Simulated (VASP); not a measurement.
# Ti (P2_1/m) in VASP: further runs

Ti is run at these levels: PBE; tasks: single point.

Everything below comes from runs of VASP 6.6.1. Logs are shortened: lines on timing, memory, paths and dates and some standing lists are left out, and cuts for length are marked.

### Step 1. The cell of the first run

It takes space group P2_1/m (No. 11, monoclinic). The conventional cell has a = 2.907 Å, b = 2.907 Å, c = 12.349 Å, α = 90.00°, β = 92.70°, γ = 90.00°. Ti (site symmetry m) has 12 Ti at 2.66 to 3.24 Å within 3.5 Å. Ti (site symmetry m) has 12 Ti at 2.91 Å within 3.8 Å. Ti (site symmetry m) has 12 Ti at 2.91 Å within 3.8 Å.

### Step 2. Single point, PBE

Contents of INCAR:

```
SYSTEM = Ti
PREC = Accurate
ENCUT = 520
EDIFF = 1E-6
ISMEAR = 0
SIGMA = 0.15
LREAL = .FALSE.
LASPH = .TRUE.
NELM = 80
ALGO = Fast
ISIF = 2
LWAVE = .FALSE.
LCHARG = .FALSE.
GGA = PE
NBANDS = 45
```

Contents of KPOINTS:

```
Automatic mesh
0
G
  15 15 4
  0 0 0
```

Contents of POSCAR:

```
Ti
1.0
   -2.0558584512     -2.0558584512      0.0000000000
    2.0558584512     -2.0558584512      0.0000000000
   -0.4111716902     -0.4111716902     12.3351507070
Ti
6
Direct
   -0.1833300000      0.0000000000      0.9166500000
    0.4833366667      0.5000000000      0.0833166667
   -0.0499966667      0.0000000000      0.2499833333
    0.4166700000      0.5000000000      0.4166500000
   -0.1166633333      0.0000000000      0.5833166667
    0.3500033333      0.5000000000      0.7499833333
```

Potentials or basis: VASP PAW PBE potentials, release 64 (Ti_sv).

Run with:

```
> cat potpaw_PBE.64/Ti_sv/POTCAR > POTCAR
> mpirun -np 1 vasp_std > vasp.out
```

OUTCAR:

```text
SYSTEM = Ti
   PREC = Accurate
   ENCUT = 520
   EDIFF = 1E-6
   ISMEAR = 0
   LREAL = .FALSE.
   LASPH = .TRUE.
   NELM = 80
   ISIF = 2
   GGA = PE

 ion  position               nearest neighbor table
   1  0.817  0.000  0.917-   2 2.66   2 2.66   6 2.91   6 2.91   6 2.91   6 2.91
   2  0.483  0.500  0.083-   1 2.66   1 2.66   3 2.91   3 2.91   3 2.91   3 2.91
   3  0.950  0.000  0.250-   2 2.91   2 2.91   2 2.91   2 2.91   4 2.91   4 2.91   4 2.91   4 2.91

   4  0.417  0.500  0.417-   3 2.91   3 2.91   5 2.91   5 2.91   3 2.91   3 2.91   5 2.91   5 2.91

   5  0.883  0.000  0.583-   6 2.91   6 2.91   6 2.91   6 2.91   4 2.91   4 2.91   4 2.91   4 2.91

   6  0.350  0.500  0.750-   5 2.91   5 2.91   5 2.91   5 2.91   1 2.91   1 2.91   1 2.91   1 2.91

  LATTYP: Found a simple monoclinic cell.
 ALAT       =     2.9074229040
 B/A-ratio  =     1.0000000000
 C/A-ratio  =     4.2473521162
 COS(beta)  =    -0.0470881609

  Lattice vectors:

 A1 = (  -2.0558584512,  -2.0558584512,   0.0000000000)
 A2 = (  -2.0558584512,   2.0558584512,   0.0000000000)
 A3 = (   0.4111716902,   0.4111716902, -12.3351507070)

Analysis of symmetry for initial positions (statically):
=====================================================================
 Subroutine PRICEL returns:
 Original cell was already a primitive cell.

 Routine SETGRP: Setting up the symmetry group for a
 simple monoclinic supercell.

 Subroutine GETGRP returns: Found  4 space group operations
 (whereof  2 operations were pure point group operations)
 out of a pool of  4 trial point group operations.

The static configuration has the point symmetry C_1h.
 The point group associated with its full space group is C_2h.

Analysis of symmetry for dynamics (positions and initial velocities):
=====================================================================
 Subroutine PRICEL returns:
 Original cell was already a primitive cell.

 Routine SETGRP: Setting up the symmetry group for a
 simple monoclinic supercell.

 Subroutine GETGRP returns: Found  4 space group operations
 (whereof  2 operations were pure point group operations)
 out of a pool of  4 trial point group operations.

The dynamic configuration has the point symmetry C_1h.
 The point group associated with its full space group is C_2h.

 Subroutine INISYM returns: Found  4 space group operations
 (whereof  2 operations are pure point group operations),
[... 105 lines left out ...]
   LREAL  =      F    real-space projection
   EDIFFG = 0.1E-04   stopping-criterion for IOM
   NSW    =      0    number of steps for IOM
   IBRION =     -1    ionic relax: 0-MD 1-quasi-New 2-CG
   NFREE  =      0    steps in history (QN), initial steepest desc. (CG)
   ISIF   =      2    stress and relaxation
   ISYM   =      2    0-nonsym 1-usesym 2-fastsym
   POTIM  = 0.5000    time-step for ionic-motion
   TEBEG  =    0.0;   TEEND  =   0.0 temperature during run
   PSTRESS=    0.0 pullay stress
   NELECT =      72.0000    total number of electrons
   NUPDOWN=      -1.0000    fix difference up-down
   EMIN   =  10.00;   EMAX   =-10.00  energy-range for DOS
   EFERMI =   0.00;   METHOD = LEGACY
   ISMEAR =     0;   SIGMA  =   0.15  broadening in eV -4-tet -1-fermi 0-gaus
   EFERMI_NEDOS =   21; number of points for ismear=-14 and -15
   IALGO  =     68    algorithm
   IMIX   =      4    mixing-type and parameters
     AMIX     =   0.40;   BMIX     =  1.00
     AMIX_MAG =   1.60;   BMIX_MAG =  1.00
  volume/ion in A,a.u.               =      17.38       117.28
  Fermi-wavevector in a.u.,A,eV,Ry     =   1.446989  2.734414 28.487586  2.093779
  Thomas-Fermi vector in A             =   2.564995
   LORBIT       =      0    0 simple, 1 ext, 2 COOP (PROOUT), +10 PAW based schemes
   GGA     = PE    functional components
   LHFCALC =     F    Hartree Fock is set to
   AEXX    =    0.0000 exact exchange contribution
   IVDW    =     0    specifies the selected vdW correction
   LEPSILON=     F    determine dielectric tensor
   LRPA    =     F    only Hartree local field effects (RPA)
 non-spin polarized calculation
 RMM-DIIS sequential band-by-band and
 Gauss-broadening in eV      SIGMA  =   0.15
  energy-cutoff  :      520.00
  volume of cell :      104.27
 maximum number of plane-waves:      2837
 NGX is ok and might be reduce to    24
   NGX = 11   NGY = 11   NGZ = 45

 number of electron      72.0000022 magnetization

 Free energy of the ion-electron system (eV)
  ---------------------------------------------------
  ext. energy  EPLUGINS =         0.00000000
  ---------------------------------------------------
  free energy    TOTEN  =       -46.49599487 eV

  energy without entropy =      -46.38084258  energy(sigma->0) =      -46.43841872

 E-fermi :   8.2126     XC(G=0): -11.4882

 val. band max:        8.2124498862   @ k =   0.0667   0.2667  -0.0000
 cond. band min:       8.2191769064   @ k =   0.0667   0.4000   0.5000
 fundamental gap:      0.0067270202
 Fermi energy:         8.2125758214

 k-point     1 :       0.0000    0.0000    0.0000
  band No.  band energies     occupation
      1     -48.5021      2.00000
      2     -48.4771      2.00000
      3     -48.4307      2.00000
      4     -48.3701      2.00000
      5     -48.3595      2.00000
      6     -48.2660      2.00000
[... 1141 lines left out ...]
     44       9.3925      0.00000
     45       9.4528      0.00000

 [... further k-points ...]

------------------------ aborting loop because EDIFF is reached ----------------------------------------

  FORCE on cell =-STRESS in cart. coord.  units (eV):
  Direction    XX          YY          ZZ          XY          YZ          ZX
  --------------------------------------------------------------------------------------
  -------------------------------------------------------------------------------------
  Total       -0.3662241     -0.3662241      0.7905881     -0.0242414      0.9028029      0.9028033
  in kB       -5.6272547     -5.6272547     12.1478653     -0.3724840     13.8721145     13.8721201
  external PRESSURE =       0.2977853 kB  Pullay stress =       0.0000000 kB

 VOLUME and BASIS-vectors are now :
 -----------------------------------------------------------------------------
  energy-cutoff  :      520.00
  volume of cell :      104.27
      direct lattice vectors                 reciprocal lattice vectors
    -2.055858451 -2.055858451  0.000000000    -0.243207406 -0.243207406 -0.016213827
     2.055858451 -2.055858451  0.000000000     0.243207406 -0.243207406  0.000000000
    -0.411171690 -0.411171690 12.335150707     0.000000000  0.000000000  0.081069135

 POSITION                                       TOTAL-FORCE (eV/Angst)
 -----------------------------------------------------------------------------------
     -2.05586     -2.05586     11.30702        -0.517735     -0.517735     -0.498999
     -0.00000     -2.05586      1.02772         0.517735      0.517735      0.498999
     -2.05586     -2.05586      3.08358        -0.024154     -0.024154     -0.008052
      0.00000     -2.05586      5.13944        -0.001890     -0.001890     -0.029749
     -2.05586     -2.05586      7.19530         0.001890      0.001890      0.029749
      0.00000     -2.05586      9.25116         0.024154      0.024154      0.008052
 -----------------------------------------------------------------------------------
    total drift:                               -0.000014     -0.000014      0.000004

  FREE ENERGIE OF THE ION-ELECTRON SYSTEM (eV)
  ---------------------------------------------------
  free  energy   TOTEN  =       -46.4959948699 eV

  energy  without entropy=      -46.3808425779  energy(sigma->0) =      -46.43841872
```

stdout:

```text
POSCAR found type information on POSCAR Ti
 POSCAR found :  1 types and       6 ions
 scaLAPACK will be used
 LDA part: xc-table for (Slater+PW92), standard interpolation
 POSCAR, INCAR and KPOINTS ok, starting setup
 FFT: planning ... GRIDC
 FFT: planning ... GRID_SOFT
 FFT: planning ... GRID
 WAVECAR not read
 entering main loop
WARNING in EDDRMM: call to ZHEGV failed, returncode =   6  3     28
WARNING in EDDRMM: call to ZHEGV failed, returncode =   8  4     23
WARNING in EDDRMM: call to ZHEGV failed, returncode =   6  3     24
WARNING in EDDRMM: call to ZHEGV failed, returncode =   6  3     21
WARNING in EDDRMM: call to ZHEGV failed, returncode =   8  4     19
WARNING in EDDRMM: call to ZHEGV failed, returncode =   8  4     40
WARNING in EDDRMM: call to ZHEGV failed, returncode =   8  4     33
WARNING in EDDRMM: call to ZHEGV failed, returncode =   8  4     13
WARNING in EDDRMM: call to ZHEGV failed, returncode =   6  3     26
WARNING in EDDRMM: call to ZHEGV failed, returncode =   6  3     18
[... 92 lines left out ...]
WARNING in EDDRMM: call to ZHEGV failed, returncode =   6  3     17
WARNING in EDDRMM: call to ZHEGV failed, returncode =   6  3     23
WARNING in EDDRMM: call to ZHEGV failed, returncode =   6  3     22
WARNING in EDDRMM: call to ZHEGV failed, returncode =   8  4     20
WARNING in EDDRMM: call to ZHEGV failed, returncode =   6  3     17
WARNING in EDDRMM: call to ZHEGV failed, returncode =   8  4     23
WARNING in EDDRMM: call to ZHEGV failed, returncode =   8  4     14
WARNING in EDDRMM: call to ZHEGV failed, returncode =   6  3     27
WARNING in EDDRMM: call to ZHEGV failed, returncode =   8  4     24
WARNING in EDDRMM: call to ZHEGV failed, returncode =   6  3     15
WARNING in EDDRMM: call to ZHEGV failed, returnco
```

Run time: 1.6 h. Hardware: 1 thread of Oxide Virtual Turin-like, shared host; peak memory 0.77 GiB.

Results:

```yaml
Free_energy: -46.4960 eV
Pressure: 0.0 GPa
Largest_force: 0.886 eV/Å
Band_gap_on_the_k_mesh: zero (bands 36 and 37 overlap by 1.06 eV)
```

Forces on the atoms (eV/Å):
```
Ti  -0.518 -0.518 -0.499
Ti   0.518  0.518  0.499
Ti  -0.024 -0.024 -0.008
Ti  -0.002 -0.002 -0.030
Ti   0.002  0.002  0.030
Ti   0.024  0.024  0.008
```

### Step 3. Single point, PBE (the part above a cut slid along it)

Contents of INCAR:

```
PREC     = Accurate       # precision mode
ENCUT    = 520            # plane-wave cutoff, eV
EDIFF    = 1E-6           # SCF threshold, eV
ISMEAR   = 0              # smearing method
SIGMA    = 0.15           # smearing width, eV
LREAL    = F              # projectors in reciprocal space
LASPH    = T              # aspherical terms in the spheres
NELM     = 60             # most SCF steps
ALGO     = Fast           # electronic algorithm
ISIF     = 2              # what is computed and relaxed
LWAVE    = F              # write WAVECAR
LCHARG   = T              # write CHGCAR
GGA      = PE             # functional
LELF     = T              # ELF
LVHAR    = T            
NBANDS   = 45             # bands
```

Contents of KPOINTS:

```
regular mesh
0
Gamma
  15 15 4
```

Contents of POSCAR:

```
Ti
1.0
   -2.0558584512     -2.0558584512      0.0000000000
    2.0558584512     -2.0558584512      0.0000000000
   -0.2055858451     -0.2055858451     12.6851507070
Ti
6
Direct
   -0.0891358420      0.0000000000      0.8913584203
    0.4918982150      0.5000000000      0.0810178502
   -0.0243085964      0.0000000000      0.2430859642
    0.4594845922      0.5000000000      0.4051540782
   -0.0567222192      0.0000000000      0.5672221923
    0.4270709694      0.5000000000      0.7292903063
```

Potentials or basis: VASP PAW PBE potentials, release 64 (Ti_sv).

Run with:

```
> cat potpaw_PBE.64/Ti_sv/POTCAR > POTCAR
> mpirun -np 1 vasp_std > vasp.out
```

Run time: 1.8 h. Hardware: 1 thread of Oxide Virtual Turin-like, shared host; peak memory 0.8 GiB.

It converged, with:

```
Free energy            : -46.5943 eV
Pressure               : -2.7 GPa
Largest force          : 0.279 eV/Å
Band gap on the k mesh : zero (bands 36 and 37 overlap by 0.87 eV)
```

Forces on the atoms (eV/Å):
```
Ti  -0.132 -0.132  0.208
Ti   0.132  0.132 -0.208
Ti  -0.009 -0.009 -0.150
Ti   0.004  0.004 -0.022
Ti  -0.004 -0.004  0.022
Ti   0.009  0.009  0.150
```

Stress tensor (GPa, compression positive):
```
-2.93 -0.15  0.42
-0.15 -2.93  0.42
 0.42  0.42 -2.20
```

Levels at points of the mesh, in eV from the Fermi level:
| k point | band 32 | band 33 | band 34 | band 35 | band 36 | band 37 | band 38 | band 39 | band 40 | band 41 |
| --- | --- | --- | --- | --- | --- | --- | --- | --- | --- | --- |
| (0.00, 0.00, 0.00) | -1.23 | -1.00 | -0.11 | 0.17 | 0.42 | 0.76 | 0.92 | 0.95 | 1.22 | 1.36 |
| (0.00, 0.00, 0.50) | -1.41 | -0.70 | -0.44 | 0.39 | 0.50 | 0.68 | 1.00 | 1.00 | 1.09 | 1.17 |

Caveat: the cell differs from its parent crystal (the part above a cut slid along it).
